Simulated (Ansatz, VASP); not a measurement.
**SrCl in VASP and in Ansatz**

```xyz
2
Lattice="0.0000 3.0239 3.0239 3.0239 0.0000 3.0239 3.0239 3.0239 0.0000" Properties=species:S:1:pos:R:3 pbc="T T T"
Sr    3.0239    3.0239    3.0239
Cl    0.0000    0.0000    0.0000
```

Alike in both runs: functional r2SCAN; k mesh 12 × 12 × 12; occupations gaussian, width 0.1 eV; no spin polarisation.

Ansatz relaxed the structure, and its values are those at the end. VASP's run is a single point on that final structure, the one shown.

|  | VASP | Ansatz |
| --- | --- | --- |
| version | VASP 6.6.1 | Ansatz 0.2.0 |
| potentials or method | VASP PAW PBE potentials, release 64 (Sr_sv, Cl), cutoff 520 eV | scalar-relativistic, plane waves, PAW |
| valence electrons in the cell | 17 | 17 |

VASP gave:

| Property | Result |
| --- | --- |
| gap on the k mesh at the Fermi level (eV) | none |
| pressure (GPa) | 0.2 |

**Question.** What did Ansatz give for the same quantities?

**Answer.** gap on the k mesh at the Fermi level (eV): none; pressure (GPa): 0.1.

VASP's potentials were made for PBE, not for r2SCAN. A gap of «none» marks a metal or a gap that the smearing closes. With one functional, cell and mesh, what is left measures potentials, basis and numerics.
